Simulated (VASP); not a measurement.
# MgO (Fm-3m) in VASP: single point with PBEsol

Aim: the single point of MgO with PBEsol.

Program: VASP 6.6.1. These are calculated values, not measurements. Logs are shortened: lines on timing, memory, paths and dates and some standing lists are left out, and cuts for length are marked.

**1. The cell of the first run**

The structure is cubic, space group Fm-3m (No. 225). Conventional cell: a = 4.204 Å, b = 4.204 Å, c = 4.204 Å, α = 90.00°, β = 90.00°, γ = 90.00°. Within 2.8 Å of Mg (site symmetry m-3m) lie 6 O at 2.10 Å. O (site symmetry m-3m) has 6 Mg at 2.10 Å within 2.8 Å.

**2. Single point, PBEsol**

Input file INCAR:

```
PREC     = Accurate       # precision mode
ENCUT    = 840            # plane-wave cutoff, eV
EDIFF    = 1E-6           # SCF threshold, eV
ISMEAR   = 1              # smearing method
SIGMA    = 0.5            # smearing width, eV
LREAL    = F              # projectors in reciprocal space
LASPH    = T              # aspherical terms in the spheres
NELM     = 120            # most SCF steps
ALGO     = Normal         # electronic algorithm
ISIF     = 2              # what is computed and relaxed
LWAVE    = F              # write WAVECAR
LCHARG   = F              # write CHGCAR
GGA      = PS             # functional
NBANDS   = 15             # bands
GGA_COMPAT= F
```

Input file KPOINTS:

```
regular mesh
0
Gamma
  8 8 8
```

Input file POSCAR:

```
MgO
1.0
    0.0000000000      2.1021674168      2.1021674168
    2.1021674168      0.0000000000      2.1021674168
    2.1021674168      2.1021674168      0.0000000000
Mg O
1 1
Direct
    0.0000000000      0.0000000000      0.0000000000
    0.5000000000      0.5000000000      0.5000000000
```

Potentials or basis: VASP PAW PBE potentials, release 64 (Mg_sv, O).

Launch:

```sh
$ cat potpaw_PBE.64/Mg_sv/POTCAR potpaw_PBE.64/O/POTCAR > POTCAR
$ mpirun -np 1 vasp_std > vasp.out
```

OUTCAR:

```text
PREC = Accurate
   ENCUT = 840
   EDIFF = 1E-6
   ISMEAR = 1
   LREAL = F
   LASPH = T
   NELM = 120
   ISIF = 2
   GGA = PS

 ion  position               nearest neighbor table
   1  0.000  0.000  0.000-   2 2.10   2 2.10   2 2.10   2 2.10   2 2.10   2 2.10
   2  0.500  0.500  0.500-   1 2.10   1 2.10   1 2.10   1 2.10   1 2.10   1 2.10

  LATTYP: Found a face centered cubic cell.
 ALAT       =     4.2043348336

  Lattice vectors:

 A1 = (   0.0000000000,   2.1021674168,   2.1021674168)
 A2 = (   2.1021674168,   0.0000000000,   2.1021674168)
 A3 = (   2.1021674168,   2.1021674168,   0.0000000000)

Analysis of symmetry for initial positions (statically):
=====================================================================
 Subroutine PRICEL returns:
 Original cell was already a primitive cell.

 Routine SETGRP: Setting up the symmetry group for a
 face centered cubic supercell.

 Subroutine GETGRP returns: Found 48 space group operations
 (whereof 48 operations were pure point group operations)
 out of a pool of 48 trial point group operations.

The static configuration has the point symmetry O_h .

Analysis of symmetry for dynamics (positions and initial velocities):
=====================================================================
 Subroutine PRICEL returns:
 Original cell was already a primitive cell.

 Routine SETGRP: Setting up the symmetry group for a
 face centered cubic supercell.

 Subroutine GETGRP returns: Found 48 space group operations
 (whereof 48 operations were pure point group operations)
 out of a pool of 48 trial point group operations.

The dynamic configuration has the point symmetry O_h .

 Subroutine INISYM returns: Found 48 space group operations
 (whereof 48 operations are pure point group operations),
 and found     1 'primitive' translations

----------------------------------------------------------------------------------------

                                     Primitive cell

  volume of cell :      18.5794

  direct lattice vectors                    reciprocal lattice vectors
     0.000000000  2.102167417  2.102167417    -0.237849753  0.237849753  0.237849753
     2.102167417  0.000000000  2.102167417     0.237849753 -0.237849753  0.237849753
     2.102167417  2.102167417  0.000000000     0.237849753  0.237849753 -0.237849753

  length of vectors
     2.972913671  2.972913671  2.972913671     0.411967856  0.411967856  0.411967856

  position of ions in fractional coordinates (direct lattice)
     0.000000000  0.000000000  0.000000000
     0.500000000  0.500000000  0.500000000

  ion indices of the primitive-cell ions
   primitive index   ion index
                 1           1
                 2           2

----------------------------------------------------------------------------------------

 KPOINTS: regular mesh

Automatic generation of k-mesh.
 Grid dimensions read from file:
 generate k-points for:    8    8    8

 Generating k-lattice:

  Cartesian coordinates                     Fractional coordinates (reciprocal lattice)
    -0.029731219  0.029731219  0.029731219     0.125000000  0.000000000  0.000000000
     0.029731219 -0.029731219  0.029731219     0.000000000  0.125000000  0.000000000
     0.029731219  0.029731219 -0.029731219     0.000000000  0.000000000  0.125000000

  Length of vectors
     0.051495982  0.051495982  0.051495982

  Shift w.r.t. Gamma in fractional coordinates (k-lattice)
     0.000000000  0.000000000  0.000000000

 Subroutine IBZKPT returns following result:
 ===========================================

 Found     29 irreducible k-points:

 Following reciprocal coordinates:
            Coordinates               Weight
  0.000000  0.000000  0.000000      1.000000
  0.125000  0.000000  0.000000      8.000000
  0.250000  0.000000  0.000000      8.000000
  0.375000  0.000000  0.000000      8.000000
  0.500000  0.000000  0.000000      4.000000
  0.125000  0.125000  0.000000      6.000000
[... 16 lines left out ...]
  0.500000  0.250000  0.125000     48.000000
 -0.375000  0.250000  0.125000     24.000000
 [... further k-points ...]
   k-points           NKPTS =     29   k-points in BZ     NKDIM =     29   number of bands    NBANDS=     15
   number of dos      NEDOS =    301   number of ions     NIONS =      2
   total plane-waves  NPLWV =  21952
   dimension x,y,z NGX =    28 NGY =   28 NGZ =   28
   dimension x,y,z NGXF=    56 NGYF=   56 NGZF=   56
   ions per type =               1   1
   NGX,Y,Z   is equivalent  to a cutoff of  15.66, 15.66, 15.66 a.u.
   NGXF,Y,Z  is equivalent  to a cutoff of  31.32, 31.32, 31.32 a.u.
 SYSTEM =  unknown system
   PREC   = accura    normal or accurate (medium, high low for compatibility)
   ISTART =      0    job   : 0-new  1-cont  2-samecut
   ICHARG =      2    charge: 1-file 2-atom 10-const
   ISPIN  =      1    spin polarized calculation?
   LNONCOLLINEAR =      F non collinear calculations
   LSORBIT =      F    spin-orbit coupling
   LASPH  =      T    aspherical Exc in radial PAW
   ENCUT  =  840.0 eV  61.74 Ry    7.86 a.u.   7.03  7.03  7.03*2*pi/ulx,y,z
   NELM   =    120;   NELMIN=  2; NELMDL= -5     # of ELM steps
   EDIFF  = 0.1E-05   stopping-criterion for ELM
   LREAL  =      F    real-space projection
   EDIFFG = 0.1E-04   stopping-criterion for IOM
   NSW    =      0    number of steps for IOM
   IBRION =     -1    ionic relax: 0-MD 1-quasi-New 2-CG
   NFREE  =      0    steps in history (QN), initial steepest desc. (CG)
   ISIF   =      2    stress and relaxation
   ISYM   =      2    0-nonsym 1-usesym 2-fastsym
   POTIM  = 0.5000    time-step for ionic-motion
   TEBEG  =    0.0;   TEEND  =   0.0 temperature during run
   PSTRESS=    0.0 pullay stress
   NELECT =      16.0000    total number of electrons
   NUPDOWN=      -1.0000    fix difference up-down
   EMIN   =  10.00;   EMAX   =-10.00  energy-range for DOS
   EFERMI =   0.00;   METHOD = LEGACY
   ISMEAR =     1;   SIGMA  =   0.50  broadening in eV -4-tet -1-fermi 0-gaus
   EFERMI_NEDOS =   21; number of points for ismear=-14 and -15
   IALGO  =     38    algorithm
   IMIX   =      4    mixing-type and parameters
     AMIX     =   0.40;   BMIX     =  1.00
     AMIX_MAG =   1.60;   BMIX_MAG =  1.00
  volume/ion in A,a.u.               =       9.29        62.69
  Fermi-wavevector in a.u.,A,eV,Ry     =   1.557534  2.943312 33.006537  2.425912
  Thomas-Fermi vector in A             =   2.661170
   LORBIT       =      0    0 simple, 1 ext, 2 COOP (PROOUT), +10 PAW based schemes
   GGA     = PS    functional components
   LHFCALC =     F    Hartree Fock is set to
   AEXX    =    0.0000 exact exchange contribution
   IVDW    =     0    specifies the selected vdW correction
   LEPSILON=     F    determine dielectric tensor
   LRPA    =     F    only Hartree local field effects (RPA)
 non-spin polarized calculation
 Methfessel and Paxton  Order N= 1 SIGMA  =   0.50
  energy-cutoff  :      840.00
  volume of cell :       18.58
 maximum number of plane-waves:      1036
   NGX = 13   NGY = 13   NGZ = 13

 number of electron      15.9999994 magnetization

 Free energy of the ion-electron system (eV)
  ---------------------------------------------------
  ext. energy  EPLUGINS =         0.00000000
  ---------------------------------------------------
  free energy    TOTEN  =       -12.47250978 eV

  energy without entropy =      -12.49958215  energy(sigma->0) =      -12.48153390

 E-fermi :   2.8758     XC(G=0): -11.6370

 val. band max:        2.8305924092   @ k =   0.0000   0.0000   0.0000
 cond. band min:       7.5239530251   @ k =   0.0000   0.0000   0.0000
 fundamental gap:      4.6933606160
 Fermi energy:         2.8757886507

 k-point     1 :       0.0000    0.0000    0.0000
  band No.  band energies     occupation
      1     -68.9892      2.00000
      2     -35.9097      2.00000
      3     -35.9097      2.00000
      4     -35.9097      2.00000
      5     -14.3880      2.00000
      6       2.8306      1.15230
      7       2.8306      1.15230
      8       2.8306      1.15230
      9       7.5240     -0.00000
     10      18.4994      0.00000
     11      18.4994      0.00000
     12      18.4994      0.00000
     13      22.3641      0.00000
     14      24.2396      0.00000
     15      24.2396      0.00000

 k-point     2 :       0.1250    0.0000    0.0000
  band No.  band energies     occupation
      1     -68.9881      2.00000
      2     -35.9234      2.00000
      3     -35.9112      2.00000
      4     -35.9112      2.00000
      5     -14.2154      2.00000
      6       1.8599      2.01441
      7       2.7245      1.48693
      8       2.7245      1.48693
      9       8.4429     -0.00000
     10      16.8076      0.00000
     11      18.8639      0.00000
     12      18.8639      0.00000
     13      23.2920      0.00000
     14      23.2920      0.00000
     15      24.5837      0.00000

 k-point     3 :       0.2500    0.0000    0.0000
  band No.  band energies     occupation
      1     -68.9850      2.00000
      2     -35.9561      2.00000
      3     -35.9145      2.00000
      4     -35.9145      2.00000
      5     -13.7668      2.00000
      6       0.1282      2.00000
      7       2.4804      1.97528
      8       2.4804      1.97528
      9       9.8735     -0.00000
     10      15.2848      0.00000
     11      19.3832      0.00000
     12      19.3832      0.00000
     13      22.8908      0.00000
     14      22.8908      0.00000
     15      24.8174      0.00000

 k-point     4 :       0.3750    0.0000    0.0000
  band No.  band energies     occupation
      1     -68.9818      2.00000
      2     -35.9883      2.00000
      3     -35.9178      2.00000
      4     -35.9178      2.00000
      5     -13.2607      2.00000
      6      -1.3057      2.00000
      7       2.2509      2.07073
      8       2.2509      2.07073
      9      10.5411     -0.00000
     10      15.1453      0.00000
     11      19.2344      0.00000
     12      19.2344      0.00000
     13      24.0339      0.00000
     14      24.1842      0.00000
     15      24.1842      0.00000
[... 307 lines left out ...]
 k-point    22 :       0.3750    0.2500    0.1250
  band No.  band energies     occupation
      1     -68.9826      2.00000
      2     -35.9625      2.00000
      3     -35.9307      2.00000
      4     -35.9194      2.00000
      5     -13.4541      2.00000
      6      -0.2345      2.00000
      7       1.6575      2.00306
      8       2.2015      2.06694
      9      11.2902     -0.00000
     10      14.1685      0.00000
     11      17.8669      0.00000
     12      20.3132      0.00000
     13      20.8436      0.00000
     14      25.1929      0.00000
     15      28.6220      0.00000

 k-point    23 :       0.5000    0.2500    0.1250
  band No.  band energies     occupation
      1     -68.9800      2.00000
      2     -35.9794      2.00000
      3     -35.9392      2.00000
      4     -35.9240      2.00000
      5     -13.0623      2.00000
      6      -0.9374      2.00000
      7       1.0712      2.00000
      8       1.9442      2.02425
      9      12.2539     -0.00000
     10      14.3824      0.00000
     11      16.7145      0.00000
     12      19.9189      0.00000
     13      22.4271      0.00000
     14      25.1599      0.00000
     15      28.8251      0.00000

 k-point    24 :      -0.3750    0.2500    0.1250
  band No.  band energies     occupation
      1     -68.9789      2.00000
      2     -35.9868      2.00000
      3     -35.9415      2.00000
      4     -35.9268      2.00000
      5     -12.8882      2.00000
      6      -1.2371      2.00000
      7       0.8598      2.00000
      8       1.8231      2.01121
      9      12.4036     -0.00000
     10      14.9648      0.00000
     11      16.2828      0.00000
     12      19.6742      0.00000
     13      23.2749      0.00000
     14      24.8345      0.00000
     15      28.9532      0.00000

 [... further k-points ...]

------------------------ aborting loop because EDIFF is reached ----------------------------------------

  FORCE on cell =-STRESS in cart. coord.  units (eV):
  Direction    XX          YY          ZZ          XY          YZ          ZX
  --------------------------------------------------------------------------------------
  -------------------------------------------------------------------------------------
  Total        0.1276070      0.1276070      0.1276070      0.0000000      0.0000000     -0.0000000
  in kB       11.0040693     11.0040693     11.0040693      0.0000000      0.0000000     -0.0000000
  external PRESSURE =      11.0040693 kB  Pullay stress =       0.0000000 kB

 VOLUME and BASIS-vectors are now :
 -----------------------------------------------------------------------------
  energy-cutoff  :      840.00
  volume of cell :       18.58
      direct lattice vectors                 reciprocal lattice vectors
     0.000000000  2.102167417  2.102167417    -0.237849753  0.237849753  0.237849753
     2.102167417  0.000000000  2.102167417     0.237849753 -0.237849753  0.237849753
     2.102167417  2.102167417  0.000000000     0.237849753  0.237849753 -0.237849753

 POSITION                                       TOTAL-FORCE (eV/Angst)
 -----------------------------------------------------------------------------------
      0.00000      0.00000      0.00000         0.000000      0.000000      0.000000
      2.10217      2.10217      2.10217        -0.000000     -0.000000     -0.000000
 -----------------------------------------------------------------------------------
    total drift:                                0.000000      0.000000      0.000000

  FREE ENERGIE OF THE ION-ELECTRON SYSTEM (eV)
  ---------------------------------------------------
  free  energy   TOTEN  =       -12.4725097755 eV

  energy  without entropy=      -12.4995821509  energy(sigma->0) =      -12.48153390
```

Run time: 13 s. Hardware: 1 thread of Intel Xeon Platinum 8259CL at 2.50GHz (Skylake/Cascade Lake), shared host; peak memory 0.16 GiB.

What came out:

```
Free energy            : -12.4725 eV
Pressure               : 1.1 GPa
Band gap on the k mesh : 4.69 eV
```

Caveat: so wide a smearing shifts energies and pressures; the PAW data sets were made with another functional, which shifts forces and pressure a little.
